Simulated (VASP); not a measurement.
# SrO in VASP: a series of runs

SrO is run at these levels: PBE; tasks: electric field gradients.

Program: VASP 6.6.1. These are calculated values, not measurements. Logs are shortened: lines on timing, memory, paths and dates and some standing lists are left out, and cuts for length are marked.

**1. The cell of the first run**

It takes space group Fm-3m (No. 225, cubic). Conventional cell: a = 5.207 Å, b = 5.207 Å, c = 5.207 Å, α = 90.00°, β = 90.00°, γ = 90.00°. Sr (site symmetry m-3m) has 6 O at 2.60 Å within 3.4 Å. O (site symmetry m-3m) has 6 Sr at 2.60 Å within 3.4 Å.

**2. Electric field gradients, PBE (volume scaled by 1.04)**

The input, INCAR:

```
SYSTEM = SrO
PREC = Accurate
ENCUT = 520
EDIFF = 1E-8
ISMEAR = -1
SIGMA = 0.02
LREAL = .FALSE.
LASPH = .TRUE.
NELM = 80
ALGO = Normal
ISIF = 2
LWAVE = .FALSE.
LCHARG = .FALSE.
GGA = PE
LEFG = .TRUE.
NBANDS = 15
```

The input, KPOINTS:

```
regular mesh
0
G
  8 8 8
  0 0 0
```

The input, POSCAR:

```
SrO
1.0
    0.0000000000      2.6036170359      2.6036170359
    2.6036170359      0.0000000000      2.6036170359
    2.6036170359      2.6036170359      0.0000000000
Sr O
1 1
Direct
    0.0000000000      0.0000000000      0.0000000000
    0.5000000000      0.5000000000      0.5000000000
```

Potentials or basis: VASP PAW PBE potentials, release 64 (Sr_sv, O).

The run is started by

```sh
$ cat potpaw_PBE.64/Sr_sv/POTCAR potpaw_PBE.64/O/POTCAR > POTCAR
$ mpirun -np 1 vasp_std > vasp.out
```

OUTCAR:

```text
SYSTEM = SrO
   PREC = Accurate
   ENCUT = 520
   EDIFF = 1E-8
   ISMEAR = -1
   LREAL = .FALSE.
   LASPH = .TRUE.
   NELM = 80
   ISIF = 2
   GGA = PE

 ion  position               nearest neighbor table
   1  0.000  0.000  0.000-   2 2.60   2 2.60   2 2.60   2 2.60   2 2.60   2 2.60
   2  0.500  0.500  0.500-   1 2.60   1 2.60   1 2.60   1 2.60   1 2.60   1 2.60

  LATTYP: Found a face centered cubic cell.
 ALAT       =     5.2072340718

  Lattice vectors:

 A1 = (   0.0000000000,   2.6036170359,   2.6036170359)
 A2 = (   2.6036170359,   0.0000000000,   2.6036170359)
 A3 = (   2.6036170359,   2.6036170359,   0.0000000000)

Analysis of symmetry for initial positions (statically):
=====================================================================
 Subroutine PRICEL returns:
 Original cell was already a primitive cell.

 Routine SETGRP: Setting up the symmetry group for a
 face centered cubic supercell.

 Subroutine GETGRP returns: Found 48 space group operations
 (whereof 48 operations were pure point group operations)
 out of a pool of 48 trial point group operations.

The static configuration has the point symmetry O_h .

Analysis of symmetry for dynamics (positions and initial velocities):
=====================================================================
 Subroutine PRICEL returns:
 Original cell was already a primitive cell.

 Routine SETGRP: Setting up the symmetry group for a
 face centered cubic supercell.

 Subroutine GETGRP returns: Found 48 space group operations
 (whereof 48 operations were pure point group operations)
 out of a pool of 48 trial point group operations.

The dynamic configuration has the point symmetry O_h .

 Subroutine INISYM returns: Found 48 space group operations
 (whereof 48 operations are pure point group operations),
 and found     1 'primitive' translations

----------------------------------------------------------------------------------------

                                     Primitive cell

  volume of cell :      35.2989

  direct lattice vectors                    reciprocal lattice vectors
     0.000000000  2.603617036  2.603617036    -0.192040532  0.192040532  0.192040532
     2.603617036  0.000000000  2.603617036     0.192040532 -0.192040532  0.192040532
     2.603617036  2.603617036  0.000000000     0.192040532  0.192040532 -0.192040532

  length of vectors
[... 128 lines left out ...]

 E-fermi :   1.9712     XC(G=0):  -9.8490

 val. band max:        1.4888739460   @ k =   0.0000   0.0000   0.0000
 cond. band min:       4.7719933732   @ k =   0.5000   0.5000   0.0000
 fundamental gap:      3.2831194272
 Fermi energy:         1.9712487870

 k-point     1 :       0.0000    0.0000    0.0000
  band No.  band energies     occupation
      1     -31.0360      2.00000
      2     -13.5537      2.00000
      3     -12.7106      2.00000
      4     -12.7106      2.00000
      5     -12.7106      2.00000
      6       1.4889      2.00000
      7       1.4889      2.00000
      8       1.4889      2.00000
      9       5.2072      0.00000
     10       7.6141      0.00000
     11       7.6141      0.00000
     12       7.6141      0.00000
     13       9.6974      0.00000
     14       9.6974      0.00000
[... 401 lines left out ...]
      2     -14.7194      2.00000
      3     -13.0533      2.00000
      4     -12.9119      2.00000
      5     -11.8623      2.00000
      6      -0.0414      2.00000
      7       0.6601      2.00000
      8       0.7205      2.00000
      9       7.7175      0.00000
     10       8.0695      0.00000
     11      10.4820      0.00000
     12      10.7430      0.00000
     13      12.7322      0.00000
     14      14.0217      0.00000
     15      14.3762      0.00000

 [... further k-points ...]
[... 5 lines left out ...]
  --------------------------------------------------------------------------------------
  -------------------------------------------------------------------------------------
  Total       -0.0216317     -0.0216317     -0.0216317     -0.0000000     -0.0000000     -0.0000000
  in kB       -0.9818362     -0.9818362     -0.9818362     -0.0000000     -0.0000000     -0.0000000
  external PRESSURE =      -0.9818362 kB  Pullay stress =       0.0000000 kB

 VOLUME and BASIS-vectors are now :
 -----------------------------------------------------------------------------
  energy-cutoff  :      520.00
  volume of cell :       35.30
      direct lattice vectors                 reciprocal lattice vectors
     0.000000000  2.603617036  2.603617036    -0.192040532  0.192040532  0.192040532
     2.603617036  0.000000000  2.603617036     0.192040532 -0.192040532  0.192040532
     2.603617036  2.603617036  0.000000000     0.192040532  0.192040532 -0.192040532

 POSITION                                       TOTAL-FORCE (eV/Angst)
 -----------------------------------------------------------------------------------
      0.00000      0.00000      0.00000        -0.000000      0.000000     -0.000000
      2.60362      2.60362      2.60362         0.000000      0.000000      0.000000
 -----------------------------------------------------------------------------------
    total drift:                                0.000000      0.000000      0.000000

  FREE ENERGIE OF THE ION-ELECTRON SYSTEM (eV)
  ---------------------------------------------------
  free  energy   TOTEN  =       -12.0551438151 eV

  energy  without entropy=      -12.0551438151  energy(sigma->0) =      -12.05514382

 Electric field gradients (V/A^2)
---------------------------------------------------------------------
 ion       V_xx      V_yy      V_zz      V_xy      V_xz      V_yz
---------------------------------------------------------------------
   1       0.000    -0.000     0.000     0.000     0.000     0.000
   2       0.000     0.000    -0.000     0.001     0.001     0.001
---------------------------------------------------------------------

 Electric field gradients after diagonalization (V/A^2)
 (convention: |V_zz| > |V_xx| > |V_yy|)
----------------------------------------------------------------------
 ion       V_xx      V_yy      V_zz     asymmetry (V_yy - V_xx)/ V_zz
----------------------------------------------------------------------
   1      -0.000    -0.000     0.000       0.000
   2      -0.001    -0.001     0.001       0.000
----------------------------------------------------------------------

           NMR quadrupolar parameters

 Cq : quadrupolar parameter    Cq=e*Q*V_zz/h
 eta: asymmetry parameters     (V_yy - V_xx)/ V_zz
 Q  : nuclear electric quadrupole moment in mb (millibarn)
----------------------------------------------------------------------
 ion       Cq(MHz)       eta       Q (mb)
----------------------------------------------------------------------
   1       0.000       0.000       1.000
   2       0.000       0.000       1.000
----------------------------------------------------------------------
```

stdout:

```text
POSCAR found type information on POSCAR SrO
 POSCAR found :  2 types and       2 ions
 scaLAPACK will be used
 LDA part: xc-table for (Slater+PW92), standard interpolation
 POSCAR, INCAR and KPOINTS ok, starting setup
 FFT: planning ... GRIDC
 FFT: planning ... GRID_SOFT
 FFT: planning ... GRID
 WAVECAR not read
 entering main loop
ion   1

ion   2
```

It took 16 s on 1 thread of Intel Xeon Platinum 8259CL at 2.50GHz (Skylake/Cascade Lake), shared host; peak memory 0.16 GiB.

Results:

```
Free energy            : -12.0551 eV
Pressure               : -0.1 GPa
Band gap on the k mesh : 3.28 eV, indirect (least direct gap 3.39 eV)
```

Caveat: without QUAD_EFG the Cq values of the log hold for a quadrupole moment of 1 mb, not for the nuclei.

**3. Electric field gradients, PBE (equal xx and yy strain of -2 %)**

The input, INCAR:

```
  PREC = Accurate
  ENCUT = 520
  EDIFF = 1E-8
  ISMEAR = -1
  SIGMA = 0.02
  LREAL = F
  LASPH = T
  NELM = 60
  ALGO = Normal
  ISIF = 2
  LWAVE = F
  LCHARG = F
  GGA = PE
  LEFG = T
  NBANDS = 15
```

The input, KPOINTS:

```
Automatic mesh
0
Gamma
  8 8 8
```

The input, POSCAR:

```
SrO
1.0
    0.0000000000      2.5184040000      2.5698000000
    2.5184040000      0.0000000000      2.5698000000
    2.5184040000      2.5184040000      0.0000000000
Sr O
1 1
Direct
    0.0000000000      0.0000000000      0.0000000000
    0.5000000000      0.5000000000      0.5000000000
```

Potentials or basis: VASP PAW PBE potentials, release 64 (Sr_sv, O).

The run is started by

```sh
$ cat potpaw_PBE.64/Sr_sv/POTCAR potpaw_PBE.64/O/POTCAR > POTCAR
$ mpirun -np 1 vasp_std > vasp.out
```

OUTCAR:

```text
PREC = Accurate
   ENCUT = 520
   EDIFF = 1E-8
   ISMEAR = -1
   LREAL = F
   LASPH = T
   NELM = 60
   ISIF = 2
   GGA = PE

 ion  position               nearest neighbor table
   1  0.000  0.000  0.000-   2 2.52   2 2.52   2 2.52   2 2.52   2 2.57   2 2.57
   2  0.500  0.500  0.500-   1 2.52   1 2.52   1 2.52   1 2.52   1 2.57   1 2.57

  LATTYP: Found a body centered tetragonal cell.
 ALAT       =     3.5615610923
 C/A-ratio  =     1.4430750636

  Lattice vectors:
[... 644 lines left out ...]

  FREE ENERGIE OF THE ION-ELECTRON SYSTEM (eV)
  ---------------------------------------------------
  free  energy   TOTEN  =       -11.9872112956 eV

  energy  without entropy=      -11.9872112956  energy(sigma->0) =      -11.98721130

 Electric field gradients (V/A^2)
---------------------------------------------------------------------
 ion       V_xx      V_yy      V_zz      V_xy      V_xz      V_yz
---------------------------------------------------------------------
   1     -10.984   -10.984    21.969     0.000     0.000     0.000
   2      -3.604    -3.604     7.209    -0.002    -0.001    -0.001
---------------------------------------------------------------------

 Electric field gradients after diagonalization (V/A^2)
 (convention: |V_zz| > |V_xx| > |V_yy|)
----------------------------------------------------------------------
 ion       V_xx      V_yy      V_zz     asymmetry (V_yy - V_xx)/ V_zz
----------------------------------------------------------------------
   1     -10.984   -10.984    21.969       0.000
   2      -3.607    -3.602     7.209       0.001
----------------------------------------------------------------------

           NMR quadrupolar parameters

 Cq : quadrupolar parameter    Cq=e*Q*V_zz/h
 eta: asymmetry parameters     (V_yy - V_xx)/ V_zz
 Q  : nuclear electric quadrupole moment in mb (millibarn)
----------------------------------------------------------------------
 ion       Cq(MHz)       eta       Q (mb)
----------------------------------------------------------------------
   1       0.053       0.000       1.000
   2       0.017       0.001       1.000
----------------------------------------------------------------------
```

OSZICAR:

```text
N       E                     dE             d eps       ncg     rms          rms(c)
DAV:   1     0.686025249770E+02    0.68603E+02   -0.85538E+03  1778   0.105E+03
DAV:   2    -0.110396335421E+02   -0.79642E+02   -0.71384E+02  2426   0.221E+02
DAV:   3    -0.141487930604E+02   -0.31092E+01   -0.30917E+01  2330   0.392E+01
DAV:   4    -0.142049666468E+02   -0.56174E-01   -0.56167E-01  2196   0.510E+00
DAV:   5    -0.142064913479E+02   -0.15247E-02   -0.15247E-02  2262   0.629E-01    0.179E+01
DAV:   6    -0.121211529285E+02    0.20853E+01   -0.65060E+00  1819   0.199E+01    0.211E+01
DAV:   7    -0.119959509351E+02    0.12520E+00   -0.26768E-01  2120   0.470E+00    0.123E+01
DAV:   8    -0.119849649236E+02    0.10986E-01   -0.11165E-01  2344   0.331E+00    0.586E-01
DAV:   9    -0.119865896095E+02   -0.16247E-02   -0.53033E-03  2194   0.472E-01    0.229E-01
DAV:  10    -0.119870734527E+02   -0.48384E-03   -0.46244E-04  1882   0.196E-01    0.734E-02
DAV:  11    -0.119871949922E+02   -0.12154E-03   -0.11489E-04  1945   0.797E-02    0.263E-02
DAV:  12    -0.119872112967E+02   -0.16304E-04   -0.25029E-05  1847   0.371E-02    0.168E-02
DAV:  13    -0.119872115046E+02   -0.20797E-06   -0.10510E-06  1987   0.903E-03    0.319E-03
DAV:  14    -0.119872112881E+02    0.21650E-06   -0.84497E-08  2393   0.220E-03    0.256E-03
DAV:  15    -0.119872112956E+02   -0.74901E-08   -0.51100E-09  1459   0.672E-04
   1 F= -.11987211E+02 E0= -.11987211E+02  d E =-.125007E-13
```

stdout:

```text
POSCAR found type information on POSCAR SrO
 POSCAR found :  2 types and       2 ions
 scaLAPACK will be used
 LDA part: xc-table for (Slater+PW92), standard interpolation
 POSCAR, INCAR and KPOINTS ok, starting setup
 FFT: planning ... GRIDC
 FFT: planning ... GRID_SOFT
 FFT: planning ... GRID
 WAVECAR not read
 entering main loop
ion   1

ion   2
```

It took 22 s on 1 thread of Intel Xeon 6975P-C (Granite Rapids), shared host; peak memory 0.17 GiB.

What came out:

| Quantity | Value |
| --- | --- |
| Free energy | -11.9872 eV |
| Pressure | 8.0 GPa |
| Band gap on the k mesh | 3.19 eV, indirect (least direct gap 3.23 eV) |

Stress tensor (GPa, compression positive):
```
9.19 0.00 0.00
0.00 9.19 0.00
0.00 0.00 5.69
```

Electric field gradients, principal values (V/Å²):
```
atom    least   middle  greatest (by size)
1 Sr  -10.984  -10.984              21.969
 2 O   -3.602   -3.607               7.209
```

Caveat: the cell differs from its parent crystal (equal xx and yy strain of -2 %); without QUAD_EFG the Cq values of the log hold for a quadrupole moment of 1 mb, not for the nuclei. A k mesh can miss the band edges.

(Continued in part 2 of 2.)
